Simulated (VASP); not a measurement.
Write the native input for VASP 6.6.1 that does the following.

* Task: single point
* Functional: PBE
* Potentials or basis: VASP PAW PBE potentials, release 64 (Ge_d, Pt)
* Cutoff: 520 eV
* k mesh: 4 × 4 × 4
* Occupations: gaussian, width 0.1 eV
* Spin: no spin polarisation
* Dipole correction: no
* Further INCAR settings: ALGO = Normal; EDIFF = 1e-07; NBANDS = 34

The structure of Ge3Pt lies in POSCAR:

```
Ge3Pt
1.0
    4.0433289671      0.0000000000      0.0000000000
    0.0000000000      4.0433289671      0.0000000000
    0.0000000000      0.0000000000      4.0017691887
Ge Pt
3 1
Direct
    0.0000000000      0.5000000000      0.5000000000
    0.5000000000      0.0000000000      0.5000000000
    0.5000000000      0.5000000000      0.0000000000
    0.0000000000      0.0000000000      0.0000000000
```

These files were run (other wordings do the same):

INCAR

```
ALGO = Normal ; EDIFF = 1E-7
ENCUT = 520 ; GGA = PE
ISIF = 2 ; ISMEAR = 0
LASPH = True ; LCHARG = False
LREAL = False ; LWAVE = False
NBANDS = 34 ; NELM = 100
PREC = Accurate ; SIGMA = 0.1
```

KPOINTS

```
k-points
0
Gamma
  4 4 4
```

Potentials or basis: VASP PAW PBE potentials, release 64 (Ge_d, Pt).

Launch:

```bash
$ cat potpaw_PBE.64/Ge_d/POTCAR potpaw_PBE.64/Pt/POTCAR > POTCAR
$ mpirun -np 1 vasp_std > vasp.out
```

Results of the run:

```yaml
Pressure: 10.3 GPa
Band_gap_on_the_k_mesh: zero (bands 26 and 27 overlap by 1.61 eV)
```

Caveat: the k points lie up to 0.39 Å⁻¹ apart, too coarse for converged energies and pressures of a metal; spin-orbit coupling is left out, which moves the levels of the heavy elements.

Wall time 39 s on 1 thread of AMD EPYC 7R13 Processor (Zen 3), on a shared host, peak memory 0.15 GiB.
